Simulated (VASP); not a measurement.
# NbSi2 in VASP: single point with r2SCAN

Aim: the single point of NbSi2 with r2SCAN.

All numbers are computed with VASP 6.6.1; they aren't measurements. Logs are shortened: lines on timing, memory, paths and dates and some standing lists are left out, and cuts for length are marked.

### 1 The cell of the first run

The typed cell holds 3 atoms: a = 3.657 Å, b = 3.657 Å, c = 3.915 Å, α = 90.00°, β = 90.00°, γ = 60.00°.

### 2 Single point, r2SCAN

Contents of POSCAR:

```
NbSi2
1.0
    1.8287250000      3.1674440000      0.0000000000
   -1.8287250000      3.1674440000      0.0000000000
    0.0000000000      0.0000000000      3.9149000000
Nb Si
1 2
Direct
    0.0000000000      0.0000000000      0.0000000000
    0.3333000000      0.3334000000      0.5000000000
    0.6666000000      0.6667000000      0.5000000000
```

Contents of INCAR.step1:

```
SYSTEM = NbSi2
ALGO = Normal
EDIFF = 1E-4
ENCUT = 520
GGA = PE
ISMEAR = 1
LASPH = .TRUE.
LCHARG = .FALSE.
LREAL = .FALSE.
LWAVE = .TRUE.
NBANDS = 18
NELM = 100
PREC = Accurate
SIGMA = 0.2226
```

Contents of INCAR.step2:

```
SYSTEM = NbSi2
ALGO = Normal
EDIFF = 1E-6
ENCUT = 520
ISIF = 2
ISMEAR = 1
ISTART = 1
LASPH = .TRUE.
LCHARG = .TRUE.
LELF = .TRUE.
LMIXTAU = .TRUE.
LREAL = .FALSE.
LVHAR = .TRUE.
LWAVE = .FALSE.
METAGGA = R2SCAN
NBANDS = 18
NELM = 100
PREC = Accurate
SIGMA = 0.2226
```

Contents of KPOINTS:

```
k-points
0
G
  11 11 9
  0 0 0
```

Potentials or basis: VASP PAW PBE potentials, release 64 (Nb_sv, Si).

Launch:

```sh
> cat potpaw_PBE.64/Nb_sv/POTCAR potpaw_PBE.64/Si/POTCAR > POTCAR
> cp INCAR.step1 INCAR
> mpirun -np 1 vasp_std > vasp.out
> cp INCAR.step2 INCAR
> mpirun -np 1 vasp_std > vasp.out
```

OUTCAR:

```text
SYSTEM = NbSi2
   EDIFF = 1E-6
   ENCUT = 520
   ISIF = 2
   ISMEAR = 1
   ISTART = 1
   LASPH = .TRUE.
   LREAL = .FALSE.
   METAGGA = R2SCAN
   NELM = 100
   PREC = Accurate

 ion  position               nearest neighbor table
   1  0.000  0.000  0.000-   3 2.88   3 2.88   2 2.88   2 2.88   2 2.88   3 2.88   2 2.88   3 2.88
                             3 2.88   3 2.88   2 2.88   2 2.88
   2  0.333  0.333  0.500-   3 2.11   3 2.11   3 2.11   1 2.88   1 2.88   1 2.88   1 2.88   1 2.88
                             1 2.88
   3  0.667  0.667  0.500-   2 2.11   2 2.11   2 2.11   1 2.88   1 2.88   1 2.88   1 2.88   1 2.88
                             1 2.88

  LATTYP: Found a hexagonal cell.
 ALAT       =     3.6574494691
 C/A-ratio  =     1.0703907281

  Lattice vectors:

 A1 = (   1.8287250000,  -3.1674440000,   0.0000000000)
 A2 = (   1.8287250000,   3.1674440000,   0.0000000000)
 A3 = (   0.0000000000,   0.0000000000,   3.9149000000)

Analysis of symmetry for initial positions (statically):
=====================================================================
 Subroutine PRICEL returns:
 Original cell was already a primitive cell.

 Routine SETGRP: Setting up the symmetry group for a
 hexagonal supercell.

 Subroutine GETGRP returns: Found  4 space group operations
 (whereof  4 operations were pure point group operations)
 out of a pool of 24 trial point group operations.

The static configuration has the point symmetry C_2v.

Analysis of symmetry for dynamics (positions and initial velocities):
=====================================================================
 Subroutine PRICEL returns:
 Original cell was already a primitive cell.

 Routine SETGRP: Setting up the symmetry group for a
 hexagonal supercell.

 Subroutine GETGRP returns: Found  4 space group operations
 (whereof  4 operations were pure point group operations)
 out of a pool of 24 trial point group operations.

The dynamic configuration has the point symmetry C_2v.

 Subroutine INISYM returns: Found  4 space group operations
 (whereof  4 operations are pure point group operations),
 and found     1 'primitive' translations

----------------------------------------------------------------------------------------

                                     Primitive cell

[... 89 lines left out ...]
   LASPH  =      T    aspherical Exc in radial PAW
   ENCUT  =  520.0 eV  38.22 Ry    6.18 a.u.   6.80  6.80  7.28*2*pi/ulx,y,z
   NELM   =    100;   NELMIN=  2; NELMDL=  0     # of ELM steps
   EDIFF  = 0.1E-05   stopping-criterion for ELM
   LREAL  =      F    real-space projection
   EDIFFG = 0.1E-04   stopping-criterion for IOM
   NSW    =      0    number of steps for IOM
   IBRION =     -1    ionic relax: 0-MD 1-quasi-New 2-CG
   NFREE  =      0    steps in history (QN), initial steepest desc. (CG)
   ISIF   =      2    stress and relaxation
   ISYM   =      2    0-nonsym 1-usesym 2-fastsym
   POTIM  = 0.5000    time-step for ionic-motion
   TEBEG  =    0.0;   TEEND  =   0.0 temperature during run
   PSTRESS=    0.0 pullay stress
   NELECT =      21.0000    total number of electrons
   NUPDOWN=      -1.0000    fix difference up-down
   EMIN   =  10.00;   EMAX   =-10.00  energy-range for DOS
   EFERMI =   0.00;   METHOD = LEGACY
   ISMEAR =     1;   SIGMA  =   0.22  broadening in eV -4-tet -1-fermi 0-gaus
   EFERMI_NEDOS =   21; number of points for ismear=-14 and -15
   IALGO  =     38    algorithm
   IMIX   =      4    mixing-type and parameters
     AMIX     =   0.40;   BMIX     =  1.00
     AMIX_MAG =   1.60;   BMIX_MAG =  1.00
  volume/ion in A,a.u.               =      15.12       102.02
  Fermi-wavevector in a.u.,A,eV,Ry     =   1.266520  2.393375 21.824724  1.604072
  Thomas-Fermi vector in A             =   2.399716
   LORBIT       =      0    0 simple, 1 ext, 2 COOP (PROOUT), +10 PAW based schemes
   METAGGA = R2SCAN    functional components
   LHFCALC =     F    Hartree Fock is set to
   AEXX    =    0.0000 exact exchange contribution
   IVDW    =     0    specifies the selected vdW correction
   LEPSILON=     F    determine dielectric tensor
   LRPA    =     F    only Hartree local field effects (RPA)
 non-spin polarized calculation
 Methfessel and Paxton  Order N= 1 SIGMA  =   0.22
  energy-cutoff  :      520.00
  volume of cell :       45.35
 maximum number of plane-waves:      1235
   NGX = 13   NGY = 13   NGZ = 15

 number of electron      21.0000000 magnetization

 Free energy of the ion-electron system (eV)
  ---------------------------------------------------
  ext. energy  EPLUGINS =         0.00000000
  ---------------------------------------------------
  free energy    TOTEN  =       -40.70069930 eV

  energy without entropy =      -40.70208958  energy(sigma->0) =      -40.70116273

 E-fermi :  11.7457     XC(G=0): -12.5392

 val. band max:       11.7394815861   @ k =   0.3636  -0.3636   0.2222
 cond. band min:      11.7805343897   @ k =   0.1818   0.0909   0.0000
 fundamental gap:      0.0410528036
 Fermi energy:        11.7456636807

 k-point     1 :       0.0000    0.0000    0.0000
  band No.  band energies     occupation
      1     -45.8753      2.00000
      2     -21.2743      2.00000
      3     -21.1827      2.00000
      4     -21.1827      2.00000
      5      -3.1802      2.00000
      6       7.3787      2.00000
[... 481 lines left out ...]
      5       0.1322      2.00000
      6       1.0759      2.00000
[... 10 lines left out ...]
     17      19.5223      0.00000
     18      20.0476      0.00000

 [... further k-points ...]

------------------------ aborting loop because EDIFF is reached ----------------------------------------

  FORCE on cell =-STRESS in cart. coord.  units (eV):
  Direction    XX          YY          ZZ          XY          YZ          ZX
  --------------------------------------------------------------------------------------
  -------------------------------------------------------------------------------------
  Total        7.4377218      7.4491920     -5.6745638      0.0000000      0.0000000      0.0000000
  in kB      262.7498605    263.1550662   -200.4633789      0.0000000      0.0000000      0.0000000
  external PRESSURE =     108.4805159 kB  Pullay stress =       0.0000000 kB

 VOLUME and BASIS-vectors are now :
 -----------------------------------------------------------------------------
  energy-cutoff  :      520.00
  volume of cell :       45.35
      direct lattice vectors                 reciprocal lattice vectors
     1.828725000  3.167444000  0.000000000     0.273414537  0.157855987  0.000000000
    -1.828725000  3.167444000  0.000000000    -0.273414537  0.157855987  0.000000000
     0.000000000  0.000000000  3.914900000     0.000000000  0.000000000  0.255434366

 POSITION                                       TOTAL-FORCE (eV/Angst)
 -----------------------------------------------------------------------------------
      0.00000      0.00000      0.00000         0.000049      0.000000      0.000000
     -0.00018      2.11173      1.95745        -0.000025     -0.005417      0.000000
     -0.00018      4.22315      1.95745        -0.000025      0.005417      0.000000
 -----------------------------------------------------------------------------------
    total drift:                               -0.000004      0.000000      0.000000

  FREE ENERGIE OF THE ION-ELECTRON SYSTEM (eV)
  ---------------------------------------------------
  free  energy   TOTEN  =       -40.7006993048 eV

  energy  without entropy=      -40.7020895752  energy(sigma->0) =      -40.70116273
```

Run time: 4.2 min. Hardware: 1 thread of Intel Xeon 6975P-C (Granite Rapids), shared host; peak memory 0.26 GiB.

What came out:

- Free energy: -40.7007 eV
- Pressure: 10.8 GPa
- Largest force: 0.005 eV/Å
- Band gap on the k mesh: zero (an odd number of electrons rules out a gap without spin polarisation)

Forces in eV/Å, atoms in the order of the input:
```
Nb   0.000  0.000  0.000
Si   0.000 -0.005  0.000
Si   0.000  0.005  0.000
```

Stress tensor (GPa, compression positive):
```
 26.27   0.00   0.00
  0.00  26.32   0.00
  0.00   0.00 -20.05
```

Levels at points of the mesh, in eV from the Fermi level:
```tsv
k point	band 9	band 10	band 11	band 12	band 13	band 14
(0.00, 0.00, 0.00)	-3.65	-0.08	-0.08	0.84	0.84	1.14
```

Caveat: the stress differs along the axes, from -20 to 26 GPa; the PAW data sets were made with another functional, which shifts forces and pressure a little.

The gap in the log of VASP goes by the Fermi energy; the results here count the filled bands.